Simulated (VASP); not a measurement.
Runs of VASP 6.6.1 on La2O3. It takes space group P-3m1 (No. 164, trigonal). Conventional cell: a = 3.931 Å, b = 3.931 Å, c = 6.112 Å, α = 90.00°, β = 90.00°, γ = 120.00°. Within 3.1 Å of La (site symmetry 3m) lie 7 O at 2.36 to 2.72 Å. O (site symmetry 3m) has 4 La at 2.36 to 2.44 Å and 6 O at 2.89 to 3.14 Å within 3.2 Å. O (site symmetry -3m) has 6 La at 2.72 Å and 6 O at 3.14 Å within 3.6 Å. 

```csv
level,gap on the mesh (eV),pressure (GPa),relaxed volume (Å³/atom)
r2SCAN+D4,(b),0.0,16.23
revPBE+D3(BJ),3.93,0.0,16.20
PBE+D3(BJ),(a),0.0,16.20
RPBE,3.89,0.0,17.05
```

Alike in all rows: task relaxation of cell and atoms; potentials or basis VASP PAW PBE potentials, release 64 (La, O); no spin polarisation; cell relaxed; k mesh 6 × 6 × 4; cutoff (eV) 600; smearing gaussian 0.01 eV.

Estimate the missing entries.

(a) 3.87; (b) 4.24.

Caveats: spin-orbit coupling is left out, which moves the levels of the heavy elements; the PAW data sets were made with another functional, which shifts forces and pressure a little (at least some runs).

A k mesh can miss the band edges, and the runs leave out spin-orbit coupling on La.
